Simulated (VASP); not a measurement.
Set up this calculation in VASP 6.6.1, as the native input.

```yaml
Task: single point
Functional: r2SCAN
Potentials_or_basis: VASP PAW PBE potentials, release 64 (Al, N)
Cutoff: 520 eV
k_mesh: 6 × 6 × 6
Occupations: gaussian, width 0.1 eV
Spin: no spin polarisation
Dipole_correction: no
Further_INCAR_settings: ALGO = Normal; EDIFF = 1e-07; NBANDS = 11
```

AlN:

```
Al N
1.0
     2.58386    0.00000    0.00000
     0.00000    2.58386    0.00000
     0.00000    0.00000    2.58386
Al N
1 1
Direct
  0.00000 0.00000 0.00000
  0.50000 0.50000 0.50000
```

These files were run (other wordings do the same):

POSCAR

```
AlN
1.0
    2.5838629913      0.0000000000      0.0000000000
    0.0000000000      2.5838629913      0.0000000000
    0.0000000000      0.0000000000      2.5838629913
Al N
1 1
Direct
    0.0000000000      0.0000000000      0.0000000000
    0.5000000000      0.5000000000      0.5000000000
```

INCAR.step1

```
SYSTEM = AlN
PREC = Accurate
ENCUT = 520
ISMEAR = 0
SIGMA = 0.1
LREAL = .False.
LASPH = .True.
NELM = 60
NBANDS = 11
GGA = PE
ALGO = Normal
EDIFF = 1E-4
LWAVE = .True.
LCHARG = .False.
```

INCAR.step2

```
SYSTEM = AlN
PREC = Accurate
ENCUT = 520
EDIFF = 1E-7
ISMEAR = 0
SIGMA = 0.1
LREAL = .False.
LASPH = .True.
NELM = 60
ALGO = Normal
ISIF = 2
LWAVE = .False.
LCHARG = .False.
METAGGA = R2SCAN
LMIXTAU = .True.
NBANDS = 11
ISTART = 1
```

KPOINTS

```
regular mesh
0
Gamma
  6 6 6
  0 0 0
```

Potentials or basis: VASP PAW PBE potentials, release 64 (Al, N).

The run is started by

```sh
$ cat potpaw_PBE.64/Al/POTCAR potpaw_PBE.64/N/POTCAR > POTCAR
$ cp INCAR.step1 INCAR
$ mpirun -np 1 vasp_std > vasp.out
$ cp INCAR.step2 INCAR
$ mpirun -np 1 vasp_std > vasp.out
```

Results of the run:

| Quantity | Value |
| --- | --- |
| Pressure | -0.7 GPa |
| Band gap on the k mesh | zero (band 4 reaches 11.43 eV, above the bottom of band 5 at 10.57 eV) |

Caveat: the k points lie up to 0.41 Å⁻¹ apart; the PAW data sets were made with another functional, which shifts forces and pressure a little.

It took 14 s on 1 thread of Intel(R) Xeon(R) Platinum 8488C (Sapphire Rapids), on a shared host, peak memory 0.12 GiB.
